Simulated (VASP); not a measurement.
# Ca4SiSe2 (I-42m) in VASP: single point with PBE

Aim: the single point of Ca4SiSe2 with PBE.

All numbers are computed with VASP 6.6.1; they aren't measurements. Logs are shortened: lines on timing, memory, paths and dates and some standing lists are left out, and cuts for length are marked.

### Step 1. The cell of the first run

The structure is tetragonal, space group I-42m (No. 121). Conventional cell: a = 6.102 Å, b = 6.102 Å, c = 15.196 Å, α = 90.00°, β = 90.00°, γ = 90.00°. Within 3.7 Å of Ca (site symmetry m) lie 1 Si at 2.83 Å and 2 Se at 2.83 Å. Si (site symmetry -42m) has 4 Ca at 2.83 Å within 3.7 Å. Within 3.7 Å of Se (site symmetry -4) lie 4 Ca at 2.83 Å.

The cell was generated, and may not be a known phase.

### Step 2. Single point, PBE

The input, INCAR:

```
PREC = Accurate
ENCUT = 520
EDIFF = 1E-7
ISMEAR = 0
SIGMA = 0.1
LREAL = F
LASPH = T
NELM = 100
ALGO = Normal
ISIF = 2
LWAVE = F
LCHARG = T
GGA = PE
LELF = T
LVHAR = T
NBANDS = 37
```

The input, KPOINTS:

```
regular mesh
0
Gamma
  10 10 10
```

The input, POSCAR:

```
Ca4SiSe2
1.0
   -3.0510353217      3.0510353217      7.5978632364
    3.0510353217     -3.0510353217      7.5978632364
    3.0510353217      3.0510353217     -7.5978632364
Ca Si Se
4 1 2
Direct
    0.1355673438      0.6044006265      0.0000000000
    0.8644326562      0.8644326562      0.4688332826
    0.6044006265      0.1355673438      0.0000000000
    0.3955993735      0.3955993735      0.5311667174
    0.5000000000      0.5000000000      0.0000000000
    0.2500000000      0.7500000000      0.5000000000
    0.7500000000      0.2500000000      0.5000000000
```

Potentials or basis: VASP PAW PBE potentials, release 64 (Ca_sv, Si, Se).

Started as:

```console
cat potpaw_PBE.64/Ca_sv/POTCAR potpaw_PBE.64/Si/POTCAR potpaw_PBE.64/Se/POTCAR > POTCAR
mpirun -np 1 vasp_std > vasp.out
```

OUTCAR:

```text
PREC = Accurate
   ENCUT = 520
   EDIFF = 1E-7
   ISMEAR = 0
   LREAL = F
   LASPH = T
   NELM = 100
   ISIF = 2
   GGA = PE

 ion  position               nearest neighbor table
   1  0.136  0.604  0.000-   5 2.83   6 2.83   7 2.83
   2  0.864  0.864  0.469-   5 2.83   6 2.83   7 2.83
   3  0.604  0.136  0.000-   5 2.83   7 2.83   6 2.83
   4  0.396  0.396  0.531-   5 2.83   6 2.83   7 2.83
   5  0.500  0.500  0.000-   4 2.83   3 2.83   1 2.83   2 2.83
   6  0.250  0.750  0.500-   2 2.83   3 2.83   1 2.83   4 2.83
   7  0.750  0.250  0.500-   2 2.83   1 2.83   3 2.83   4 2.83

  LATTYP: Found a body centered tetragonal cell.
 ALAT       =     6.1020706434
 C/A-ratio  =     2.4902573832

  Lattice vectors:

 A1 = (  -3.0510353217,   3.0510353217,   7.5978632364)
 A2 = (   3.0510353217,  -3.0510353217,   7.5978632364)
 A3 = (   3.0510353217,   3.0510353217,  -7.5978632364)

Analysis of symmetry for initial positions (statically):
=====================================================================
 Subroutine PRICEL returns:
 Original cell was already a primitive cell.

 Routine SETGRP: Setting up the symmetry group for a
 body centered tetragonal supercell.

 Subroutine GETGRP returns: Found  8 space group operations
 (whereof  8 operations were pure point group operations)
 out of a pool of 16 trial point group operations.

The static configuration has the point symmetry D_2d.

Analysis of symmetry for dynamics (positions and initial velocities):
=====================================================================
 Subroutine PRICEL returns:
 Original cell was already a primitive cell.

 Routine SETGRP: Setting up the symmetry group for a
 body centered tetragonal supercell.

 Subroutine GETGRP returns: Found  8 space group operations
 (whereof  8 operations were pure point group operations)
 out of a pool of 16 trial point group operations.

The dynamic configuration has the point symmetry D_2d.

 Subroutine INISYM returns: Found  8 space group operations
 (whereof  8 operations are pure point group operations),
 and found     1 'primitive' translations

----------------------------------------------------------------------------------------

                                     Primitive cell

  volume of cell :     282.9085

  direct lattice vectors                    reciprocal lattice vectors
    -3.051035322  3.051035322  7.597863236     0.000000000  0.163878798  0.065807976
     3.051035322 -3.051035322  7.597863236     0.163878798  0.000000000  0.065807976
     3.051035322  3.051035322 -7.597863236     0.163878798  0.163878798  0.000000000

  length of vectors
     8.737571678  8.737571678  8.737571678     0.176598273  0.176598273  0.231759618

  position of ions in fractional coordinates (direct lattice)
     0.135567344  0.604400627  0.000000000
     0.864432656  0.864432656  0.468833283
     0.604400627  0.135567344  0.000000000
     0.395599373  0.395599373  0.531166717
     0.500000000  0.500000000  0.000000000
     0.250000000  0.750000000  0.500000000
     0.750000000  0.250000000  0.500000000

  ion indices of the primitive-cell ions
   primitive index   ion index
                 1           1
                 2           2
                 3           3
                 4           4
                 5           5
                 6           6
                 7           7

----------------------------------------------------------------------------------------

 KPOINTS: regular mesh

Automatic generation of k-mesh.
 Grid dimensions read from file:
 generate k-points for:   10   10   10

 Generating k-lattice:

  Cartesian coordinates                     Fractional coordinates (reciprocal lattice)
     0.000000000  0.016387880  0.006580798     0.100000000  0.000000000 -0.000000000
     0.016387880  0.000000000  0.006580798     0.000000000  0.100000000 -0.000000000
     0.016387880  0.016387880  0.000000000     0.000000000  0.000000000  0.100000000

  Length of vectors
     0.017659827  0.017659827  0.023175962

  Shift w.r.t. Gamma in fractional coordinates (k-lattice)
     0.000000000  0.000000000  0.000000000

 Subroutine IBZKPT returns following result:
 ===========================================

 Found    102 irreducible k-points:

 Following reciprocal coordinates:
            Coordinates               Weight
  0.000000  0.000000  0.000000      1.000000
  0.100000  0.000000 -0.000000      8.000000
  0.200000  0.000000 -0.000000      8.000000
  0.300000  0.000000  0.000000      8.000000
  0.400000  0.000000 -0.000000      8.000000
  0.500000  0.000000 -0.000000      4.000000
[... 16 lines left out ...]
  0.300000  0.300000  0.000000      8.000000
  0.400000  0.300000 -0.000000     16.000000
 [... further k-points ...]
   k-points           NKPTS =    102   k-points in BZ     NKDIM =    102   number of bands    NBANDS=     37
   number of dos      NEDOS =    301   number of ions     NIONS =      7
   total plane-waves  NPLWV = 343000
   dimension x,y,z NGX =    70 NGY =   70 NGZ =   70
   dimension x,y,z NGXF=   140 NGYF=  140 NGZF=  140
   ions per type =               4   1   2
   NGX,Y,Z   is equivalent  to a cutoff of  13.32, 13.32, 13.32 a.u.
   NGXF,Y,Z  is equivalent  to a cutoff of  26.64, 26.64, 26.64 a.u.
 SYSTEM =  unknown system
   PREC   = accura    normal or accurate (medium, high low for compatibility)
   ISTART =      0    job   : 0-new  1-cont  2-samecut
   ICHARG =      2    charge: 1-file 2-atom 10-const
   ISPIN  =      1    spin polarized calculation?
   LNONCOLLINEAR =      F non collinear calculations
   LSORBIT =      F    spin-orbit coupling
   LASPH  =      T    aspherical Exc in radial PAW
   ENCUT  =  520.0 eV  38.22 Ry    6.18 a.u.  16.25 16.25 16.25*2*pi/ulx,y,z
   NELM   =    100;   NELMIN=  2; NELMDL= -5     # of ELM steps
   EDIFF  = 0.1E-06   stopping-criterion for ELM
   LREAL  =      F    real-space projection
   EDIFFG = 0.1E-05   stopping-criterion for IOM
   NSW    =      0    number of steps for IOM
   IBRION =     -1    ionic relax: 0-MD 1-quasi-New 2-CG
   NFREE  =      0    steps in history (QN), initial steepest desc. (CG)
   ISIF   =      2    stress and relaxation
   ISYM   =      2    0-nonsym 1-usesym 2-fastsym
   POTIM  = 0.5000    time-step for ionic-motion
   TEBEG  =    0.0;   TEEND  =   0.0 temperature during run
   PSTRESS=    0.0 pullay stress
   NELECT =      56.0000    total number of electrons
   NUPDOWN=      -1.0000    fix difference up-down
   EMIN   =  10.00;   EMAX   =-10.00  energy-range for DOS
   EFERMI =   0.00;   METHOD = LEGACY
   ISMEAR =     0;   SIGMA  =   0.10  broadening in eV -4-tet -1-fermi 0-gaus
   EFERMI_NEDOS =   21; number of points for ismear=-14 and -15
   IALGO  =     38    algorithm
   IMIX   =      4    mixing-type and parameters
     AMIX     =   0.40;   BMIX     =  1.00
     AMIX_MAG =   1.60;   BMIX_MAG =  1.00
  volume/ion in A,a.u.               =      40.42       272.74
  Fermi-wavevector in a.u.,A,eV,Ry     =   0.954089  1.802967 12.385189  0.910286
  Thomas-Fermi vector in A             =   2.082804
   LORBIT       =      0    0 simple, 1 ext, 2 COOP (PROOUT), +10 PAW based schemes
   GGA     = PE    functional components
   LHFCALC =     F    Hartree Fock is set to
   AEXX    =    0.0000 exact exchange contribution
   IVDW    =     0    specifies the selected vdW correction
   LEPSILON=     F    determine dielectric tensor
   LRPA    =     F    only Hartree local field effects (RPA)
 non-spin polarized calculation
 Gauss-broadening in eV      SIGMA  =   0.10
  energy-cutoff  :      520.00
  volume of cell :      282.91
 maximum number of plane-waves:      7654
 NGX is ok and might be reduce to    70
   NGX = 33   NGY = 33   NGZ = 33

 number of electron      56.0000001 magnetization

 Free energy of the ion-electron system (eV)
  ---------------------------------------------------
  ext. energy  EPLUGINS =         0.00000000
  ---------------------------------------------------
  free energy    TOTEN  =       -26.00326819 eV

  energy without entropy =      -25.99972876  energy(sigma->0) =      -26.00149848

 E-fermi :   1.3741     XC(G=0):  -7.2322

 val. band max:        1.3576417886   @ k =   0.1000   0.0000  -0.0000
 cond. band min:       1.4552808126   @ k =  -0.1000  -0.2000   0.1000
 fundamental gap:      0.0976390240
 Fermi energy:         1.3741412156

 k-point     1 :       0.0000    0.0000    0.0000
  band No.  band energies     occupation
      1     -40.0532      2.00000
      2     -40.0520      2.00000
      3     -40.0495      2.00000
      4     -40.0495      2.00000
      5     -21.1868      2.00000
      6     -21.1832      2.00000
[... 29 lines left out ...]
     36       3.9076      0.00000
     37       4.6301      0.00000

 k-point     2 :       0.1000    0.0000   -0.0000
  band No.  band energies     occupation
      1     -40.0531      2.00000
      2     -40.0520      2.00000
      3     -40.0496      2.00000
      4     -40.0496      2.00000
      5     -21.1863      2.00000
      6     -21.1830      2.00000
[... 29 lines left out ...]
     36       3.9093      0.00000
     37       4.5989      0.00000

 k-point     3 :       0.2000    0.0000   -0.0000
  band No.  band energies     occupation
      1     -40.0529      2.00000
      2     -40.0519      2.00000
      3     -40.0498      2.00000
      4     -40.0497      2.00000
      5     -21.1851      2.00000
      6     -21.1823      2.00000
[... 29 lines left out ...]
     36       3.9503      0.00000
     37       4.4488      0.00000
[... 761 lines left out ...]
 k-point    23 :       0.3000    0.3000    0.0000
  band No.  band energies     occupation
      1     -40.0520      2.00000
      2     -40.0515      2.00000
      3     -40.0504      2.00000
      4     -40.0503      2.00000
      5     -21.1854      2.00000
      6     -21.1811      2.00000
[... 29 lines left out ...]
     36       4.0795      0.00000
     37       4.3932      0.00000

 k-point    24 :       0.4000    0.3000   -0.0000
  band No.  band energies     occupation
      1     -40.0517      2.00000
      2     -40.0514      2.00000
      3     -40.0506      2.00000
      4     -40.0505      2.00000
      5     -21.1852      2.00000
      6     -21.1824      2.00000
[... 29 lines left out ...]
     36       4.1769      0.00000
     37       4.3273      0.00000

 [... further k-points ...]

------------------------ aborting loop because EDIFF is reached ----------------------------------------

  FORCE on cell =-STRESS in cart. coord.  units (eV):
  Direction    XX          YY          ZZ          XY          YZ          ZX
  --------------------------------------------------------------------------------------
  -------------------------------------------------------------------------------------
  Total        0.0875277      0.0875277      0.1403737      0.0000000      0.0000000      0.0000000
  in kB        0.4956902      0.4956902      0.7949694      0.0000000      0.0000000      0.0000000
  external PRESSURE =       0.5954499 kB  Pullay stress =       0.0000000 kB

 VOLUME and BASIS-vectors are now :
 -----------------------------------------------------------------------------
  energy-cutoff  :      520.00
  volume of cell :      282.91
      direct lattice vectors                 reciprocal lattice vectors
    -3.051035322  3.051035322  7.597863236     0.000000000  0.163878798  0.065807976
     3.051035322 -3.051035322  7.597863236     0.163878798  0.000000000  0.065807976
     3.051035322  3.051035322 -7.597863236     0.163878798  0.163878798  0.000000000

 POSITION                                       TOTAL-FORCE (eV/Angst)
 -----------------------------------------------------------------------------------
      1.43043     -1.43043      5.62218         0.004507     -0.004507      0.002568
      1.43043      1.43043      9.57355         0.004507      0.004507     -0.002568
     -1.43043      1.43043      5.62218        -0.004507      0.004507      0.002568
      1.62061      1.62061      1.97569        -0.004507     -0.004507     -0.002568
      0.00000      0.00000      7.59786         0.000000     -0.000000      0.000000
      3.05104      0.00000      3.79893         0.000000      0.000000      0.000000
      0.00000      3.05104      3.79893         0.000000      0.000000     -0.000000
 -----------------------------------------------------------------------------------
    total drift:                                0.000000      0.000000      0.000000

  FREE ENERGIE OF THE ION-ELECTRON SYSTEM (eV)
  ---------------------------------------------------
  free  energy   TOTEN  =       -26.0032681908 eV

  energy  without entropy=      -25.9997287644  energy(sigma->0) =      -26.00149848
```

It took 35 min on 1 thread of AMD EPYC 9R45 (Zen 5), shared host; peak memory 1.3 GiB.

What came out:

```yaml
Free_energy: -26.0033 eV
Pressure: 0.1 GPa
Largest_force: 0.007 eV/Å
Band_gap_on_the_k_mesh: zero (bands 28 and 29 overlap by 0.23 eV)
```

Forces on the atoms (eV/Å):
```
Ca   0.005 -0.005  0.003
Ca   0.005  0.005 -0.003
Ca  -0.005  0.005  0.003
Ca  -0.005 -0.005 -0.003
Si   0.000  0.000  0.000
Se   0.000  0.000  0.000
Se   0.000  0.000  0.000
```

Caveat: semilocal functionals underestimate gaps, and a narrow one can read as zero.

The gap in the log of VASP goes by the Fermi energy; the results here count the filled bands.